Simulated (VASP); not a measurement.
W:

```
W
1.0
    -1.55004    1.55004    1.55004
     1.55004   -1.55004    1.55004
     1.55004    1.55004   -1.55004
W
1
Direct
  0.00000 0.00000 0.00000
```

Base run:

| Quantity | Value |
| --- | --- |
| Program | VASP 6.6.1 |
| Functional | r2SCAN |
| Potentials or basis | VASP PAW PBE potentials, release 64 (W_sv) |
| Cutoff | 520 eV |
| k mesh | 12 × 12 × 12 |
| Occupations | fermi-dirac, width 0.05 eV |
| Spin | no spin polarisation |

Its results: band gap on the k mesh zero (band 7 reaches 18.03 eV, above the bottom of band 8 at 10.82 eV); pressure 25.7 GPa.

Task: The run is repeated on the same cell with these changes: functional from r2SCAN to RPBE. What comes out?

Result: Band gap on the k mesh zero (band 7 reaches 18.09 eV, above the bottom of band 8 at 11.12 eV); pressure 33.4 GPa.

Caveats: the PAW data sets were made with another functional, which shifts forces and pressure a little; spin-orbit coupling is left out, which moves the levels of the heavy elements.
